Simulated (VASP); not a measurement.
# Ga3SbAs2 (P3m1) in VASP: a series of runs

Ga3SbAs2 is run at these levels: PBE; tasks: single point.

Program: VASP 6.6.1. These are calculated values, not measurements. Logs are shortened: lines on timing, memory, paths and dates and some standing lists are left out, and cuts for length are marked.

## (1) The cell of the first run

Symmetry: P3m1, No. 156, trigonal system. The conventional cell has a = 4.178 Å, b = 4.178 Å, c = 10.239 Å, α = 90.00°, β = 90.00°, γ = 120.00°. Ga (site symmetry 3m) has 1 As at 2.48 Å and 3 Sb at 2.61 Å within 3.3 Å. Within 3.3 Å of Ga (site symmetry 3m) lie 4 As at 2.50 to 2.54 Å. Within 3.4 Å of Ga (site symmetry 3m) lie 3 As at 2.54 Å and 1 Sb at 2.68 Å. Within 3.4 Å of Sb (site symmetry 3m) lie 4 Ga at 2.61 to 2.68 Å. As (site symmetry 3m) has 4 Ga at 2.48 to 2.54 Å within 3.3 Å. Within 3.3 Å of As (site symmetry 3m) lie 4 Ga at 2.50 to 2.54 Å.

## (2) Single point, PBE

INCAR reads:

```
PREC = Accurate ; ENCUT = 520
EDIFF = 1E-6 ; ISMEAR = 0
SIGMA = 0.1 ; LREAL = False
LASPH = True ; NELM = 80
ALGO = Normal ; ISIF = 2
LWAVE = False ; LCHARG = False
GGA = PE ; NBANDS = 36
```

KPOINTS reads:

```
Automatic mesh
0
Gamma
  6 6 2
```

POSCAR reads:

```
Ga3SbAs2
1.0
    4.1776495000      0.0000000000      0.0000000000
   -2.0888248000      3.6179506000      0.0000000000
    0.0000000000      0.0000000000     10.2389541000
Ga Sb As
3 1 2
Direct
    0.0000000000      0.0000000000      0.0137060000
    0.6666667000      0.3333333000      0.3330410000
    0.3333333000      0.6666667000      0.6541310000
    0.3333333000      0.6666667000      0.9162200000
    0.0000000000      0.0000000000      0.2560920000
    0.6666667000      0.3333333000      0.5768100000
```

Potentials or basis: VASP PAW PBE potentials, release 64 (Ga_d, Sb, As).

On the command line:

```
$ cat potpaw_PBE.64/Ga_d/POTCAR potpaw_PBE.64/Sb/POTCAR potpaw_PBE.64/As/POTCAR > POTCAR
$ mpirun -np 1 vasp_std > vasp.out
```

OUTCAR:

```text
PREC = Accurate
   ENCUT = 520
   EDIFF = 1E-6
   ISMEAR = 0
   LREAL = False
   LASPH = True
   NELM = 80
   ISIF = 2
   GGA = PE

 ion  position               nearest neighbor table
   1  0.000  0.000  0.014-   5 2.48   4 2.61   4 2.61   4 2.61
   2  0.667  0.333  0.333-   6 2.50   5 2.54   5 2.54   5 2.54
   3  0.333  0.667  0.654-   6 2.54   6 2.54   6 2.54   4 2.68
   4  0.333  0.667  0.916-   1 2.61   1 2.61   1 2.61   3 2.68
   5  0.000  0.000  0.256-   1 2.48   2 2.54   2 2.54   2 2.54
   6  0.667  0.333  0.577-   2 2.50   3 2.54   3 2.54   3 2.54

  LATTYP: Found a hexagonal cell.
 ALAT       =     4.1776495000
 C/A-ratio  =     2.4508887354

  Lattice vectors:

 A1 = (   4.1776495000,   0.0000000000,   0.0000000000)
 A2 = (  -2.0888248000,   3.6179506000,   0.0000000000)
 A3 = (   0.0000000000,   0.0000000000,  10.2389541000)

Analysis of symmetry for initial positions (statically):
=====================================================================
 Subroutine PRICEL returns:
 Original cell was already a primitive cell.

 Routine SETGRP: Setting up the symmetry group for a
 hexagonal supercell.

 Subroutine GETGRP returns: Found  6 space group operations
 (whereof  6 operations were pure point group operations)
 out of a pool of 24 trial point group operations.

The static configuration has the point symmetry C_3v.

Analysis of symmetry for dynamics (positions and initial velocities):
=====================================================================
 Subroutine PRICEL returns:
 Original cell was already a primitive cell.

 Routine SETGRP: Setting up the symmetry group for a
 hexagonal supercell.

 Subroutine GETGRP returns: Found  6 space group operations
 (whereof  6 operations were pure point group operations)
 out of a pool of 24 trial point group operations.

The dynamic configuration has the point symmetry C_3v.

 Subroutine INISYM returns: Found  6 space group operations
 (whereof  6 operations are pure point group operations),
 and found     1 'primitive' translations

----------------------------------------------------------------------------------------

                                     Primitive cell

  volume of cell :     154.7570

  direct lattice vectors                    reciprocal lattice vectors
     4.177649500  0.000000000  0.000000000     0.239369052  0.138199790  0.000000000
    -2.088824800  3.617950600  0.000000000     0.000000000  0.276399573  0.000000000
     0.000000000  0.000000000 10.238954100     0.000000000  0.000000000  0.097666225

  length of vectors
     4.177649500  4.177649529 10.238954100     0.276399575  0.276399573  0.097666225

  position of ions in fractional coordinates (direct lattice)
     0.000000000  0.000000000  0.013706000
     0.666666700  0.333333300  0.333041000
     0.333333300  0.666666700  0.654131000
     0.333333300  0.666666700  0.916220000
     0.000000000  0.000000000  0.256092000
     0.666666700  0.333333300  0.576810000

  ion indices of the primitive-cell ions
   primitive index   ion index
                 1           1
                 2           2
                 3           3
                 4           4
                 5           5
                 6           6

----------------------------------------------------------------------------------------

 KPOINTS: Automatic mesh

Automatic generation of k-mesh.
 Grid dimensions read from file:
 generate k-points for:    6    6    2

 Generating k-lattice:

  Cartesian coordinates                     Fractional coordinates (reciprocal lattice)
     0.039894842  0.023033298  0.000000000     0.166666667 -0.000000000  0.000000000
     0.000000000  0.046066595  0.000000000     0.000000000  0.166666667  0.000000000
     0.000000000  0.000000000  0.048833113     0.000000000  0.000000000  0.500000000

  Length of vectors
     0.046066596  0.046066595  0.048833113

  Shift w.r.t. Gamma in fractional coordinates (k-lattice)
     0.000000000  0.000000000  0.000000000

 Subroutine IBZKPT returns following result:
 ===========================================

 Found     14 irreducible k-points:

 Following reciprocal coordinates:
            Coordinates               Weight
  0.000000  0.000000  0.000000      1.000000
  0.166667  0.000000  0.000000      6.000000
  0.333333  0.000000  0.000000      6.000000
  0.500000  0.000000  0.000000      3.000000
  0.166667  0.166667  0.000000      6.000000
  0.333333  0.166667  0.000000     12.000000
  0.333333  0.333333  0.000000      2.000000
  0.000000  0.000000  0.500000      1.000000
  0.166667  0.000000  0.500000      6.000000
  0.333333  0.000000  0.500000      6.000000
  0.500000  0.000000  0.500000      3.000000
  0.166667  0.166667  0.500000      6.000000
  0.333333  0.166667  0.500000     12.000000
  0.333333  0.333333  0.500000      2.000000
   k-points           NKPTS =     14   k-points in BZ     NKDIM =     14   number of bands    NBANDS=     36
   number of dos      NEDOS =    301   number of ions     NIONS =      6
   total plane-waves  NPLWV =  81920
   dimension x,y,z NGX =    32 NGY =   32 NGZ =   80
   dimension x,y,z NGXF=    64 NGYF=   64 NGZF=  160
   ions per type =               3   1   2
   NGX,Y,Z   is equivalent  to a cutoff of  12.73, 12.73, 12.99 a.u.
   NGXF,Y,Z  is equivalent  to a cutoff of  25.47, 25.47, 25.98 a.u.
 SYSTEM =  unknown system
   PREC   = accura    normal or accurate (medium, high low for compatibility)
   ISTART =      0    job   : 0-new  1-cont  2-samecut
   ICHARG =      2    charge: 1-file 2-atom 10-const
   ISPIN  =      1    spin polarized calculation?
   LNONCOLLINEAR =      F non collinear calculations
   LSORBIT =      F    spin-orbit coupling
   LASPH  =      T    aspherical Exc in radial PAW
   ENCUT  =  520.0 eV  38.22 Ry    6.18 a.u.   7.77  7.77 19.04*2*pi/ulx,y,z
   NELM   =     80;   NELMIN=  2; NELMDL= -5     # of ELM steps
   EDIFF  = 0.1E-05   stopping-criterion for ELM
   LREAL  =      F    real-space projection
   EDIFFG = 0.1E-04   stopping-criterion for IOM
   NSW    =      0    number of steps for IOM
   IBRION =     -1    ionic relax: 0-MD 1-quasi-New 2-CG
   NFREE  =      0    steps in history (QN), initial steepest desc. (CG)
   ISIF   =      2    stress and relaxation
   ISYM   =      2    0-nonsym 1-usesym 2-fastsym
   POTIM  = 0.5000    time-step for ionic-motion
   TEBEG  =    0.0;   TEEND  =   0.0 temperature during run
   PSTRESS=    0.0 pullay stress
   NELECT =      54.0000    total number of electrons
   NUPDOWN=      -1.0000    fix difference up-down
   EMIN   =  10.00;   EMAX   =-10.00  energy-range for DOS
   EFERMI =   0.00;   METHOD = LEGACY
   ISMEAR =     0;   SIGMA  =   0.10  broadening in eV -4-tet -1-fermi 0-gaus
   EFERMI_NEDOS =   21; number of points for ismear=-14 and -15
   IALGO  =     38    algorithm
   IMIX   =      4    mixing-type and parameters
     AMIX     =   0.40;   BMIX     =  1.00
     AMIX_MAG =   1.60;   BMIX_MAG =  1.00
  volume/ion in A,a.u.               =      25.79       174.06
  Fermi-wavevector in a.u.,A,eV,Ry     =   1.152540  2.177985 18.073278  1.328348
  Thomas-Fermi vector in A             =   2.289190
   LORBIT       =      0    0 simple, 1 ext, 2 COOP (PROOUT), +10 PAW based schemes
   GGA     = PE    functional components
   LHFCALC =     F    Hartree Fock is set to
   AEXX    =    0.0000 exact exchange contribution
   IVDW    =     0    specifies the selected vdW correction
   LEPSILON=     F    determine dielectric tensor
   LRPA    =     F    only Hartree local field effects (RPA)
 non-spin polarized calculation
 Gauss-broadening in eV      SIGMA  =   0.10
  energy-cutoff  :      520.00
  volume of cell :      154.76
 maximum number of plane-waves:      4209
 NGX is ok and might be reduce to    32
   NGX = 15   NGY = 15   NGZ = 39

 number of electron      54.0000000 magnetization

 Free energy of the ion-electron system (eV)
  ---------------------------------------------------
  ext. energy  EPLUGINS =         0.00000000
  ---------------------------------------------------
  free energy    TOTEN  =       -23.71106053 eV

  energy without entropy =      -23.70877615  energy(sigma->0) =      -23.70991834

 E-fermi :   4.1310     XC(G=0):  -9.1919

 val. band max:        4.0017785989   @ k =   0.0000   0.0000   0.5000
 cond. band min:       4.1347298944   @ k =   0.0000   0.0000   0.0000
 fundamental gap:      0.1329512955
 Fermi energy:         4.1310049781

 k-point     1 :       0.0000    0.0000    0.0000
  band No.  band energies     occupation
      1     -11.0944      2.00000
      2     -11.0596      2.00000
      3     -11.0535      2.00000
      4     -11.0535      2.00000
      5     -11.0251      2.00000
      6     -11.0251      2.00000
[... 28 lines left out ...]
     35       8.0915      0.00000
     36       8.2495      0.00000

 k-point     2 :       0.1667    0.0000    0.0000
  band No.  band energies     occupation
      1     -11.1003      2.00000
      2     -11.0627      2.00000
      3     -11.0542      2.00000
      4     -11.0494      2.00000
      5     -11.0269      2.00000
      6     -11.0202      2.00000
[... 28 lines left out ...]
     35       8.5300      0.00000
     36       8.5444      0.00000

 k-point     3 :       0.3333    0.0000    0.0000
  band No.  band energies     occupation
      1     -11.1148      2.00000
      2     -11.0732      2.00000
      3     -11.0560      2.00000
      4     -11.0424      2.00000
      5     -11.0226      2.00000
      6     -11.0129      2.00000
[... 28 lines left out ...]
     35       9.2590      0.00000
     36       9.3472      0.00000
[... 352 lines left out ...]
 k-point    13 :       0.3333    0.1667    0.5000
  band No.  band energies     occupation
      1     -11.1194      2.00000
      2     -11.0794      2.00000
      3     -11.0552      2.00000
      4     -11.0407      2.00000
      5     -11.0204      2.00000
      6     -11.0119      2.00000
[... 28 lines left out ...]
     35       9.1946      0.00000
     36       9.5105      0.00000

 k-point    14 :       0.3333    0.3333    0.5000
  band No.  band energies     occupation
      1     -11.1202      2.00000
      2     -11.0812      2.00000
      3     -11.0546      2.00000
      4     -11.0405      2.00000
      5     -11.0188      2.00000
      6     -11.0101      2.00000
[... 28 lines left out ...]
     35       9.1936      0.00000
     36      10.3231      0.00000

------------------------ aborting loop because EDIFF is reached ----------------------------------------

  FORCE on cell =-STRESS in cart. coord.  units (eV):
  Direction    XX          YY          ZZ          XY          YZ          ZX
  --------------------------------------------------------------------------------------
  -------------------------------------------------------------------------------------
  Total        0.2490736      0.2490736      0.0909663     -0.0000000      0.0000000     -0.0000000
  in kB        2.5786239      2.5786239      0.9417617     -0.0000000      0.0000000     -0.0000000
  external PRESSURE =       2.0330031 kB  Pullay stress =       0.0000000 kB

 VOLUME and BASIS-vectors are now :
 -----------------------------------------------------------------------------
  energy-cutoff  :      520.00
  volume of cell :      154.76
      direct lattice vectors                 reciprocal lattice vectors
     4.177649500  0.000000000  0.000000000     0.239369052  0.138199790  0.000000000
    -2.088824800  3.617950600  0.000000000     0.000000000  0.276399573  0.000000000
     0.000000000  0.000000000 10.238954100     0.000000000  0.000000000  0.097666225

 POSITION                                       TOTAL-FORCE (eV/Angst)
 -----------------------------------------------------------------------------------
      0.00000      0.00000      0.14034         0.000000      0.000000      0.045041
      2.08882      1.20598      3.40999        -0.000000      0.000000     -0.003749
     -0.00000      2.41197      6.69762         0.000000     -0.000000     -0.030665
     -0.00000      2.41197      9.38113         0.000000     -0.000000     -0.025318
      0.00000      0.00000      2.62211         0.000000     -0.000000      0.004877
      2.08882      1.20598      5.90593         0.000000     -0.000000      0.009814
 -----------------------------------------------------------------------------------
    total drift:                               -0.000006      0.000005     -0.001326

  FREE ENERGIE OF THE ION-ELECTRON SYSTEM (eV)
  ---------------------------------------------------
  free  energy   TOTEN  =       -23.7110605294 eV

  energy  without entropy=      -23.7087761510  energy(sigma->0) =      -23.70991834
```

It took 58 s on 1 thread of Intel Xeon 6975P-C (Granite Rapids), shared host; peak memory 0.3 GiB.

Results:

- Free energy: -23.7111 eV
- Pressure: 0.2 GPa
- Largest force: 0.045 eV/Å
- Band gap on the k mesh: zero (filled and empty bands touch)

Forces on the atoms (eV/Å):
```
Ga   0.000  0.000  0.045
Ga   0.000  0.000 -0.004
Ga   0.000  0.000 -0.031
Sb   0.000  0.000 -0.025
As   0.000  0.000  0.005
As   0.000  0.000  0.010
```

Stress tensor (GPa, compression positive):
```
0.26 0.00 0.00
0.00 0.26 0.00
0.00 0.00 0.09
```

Caveat: spin-orbit coupling is left out, which moves the levels of the heavy elements.

(Part 1 of 2 ends here.)
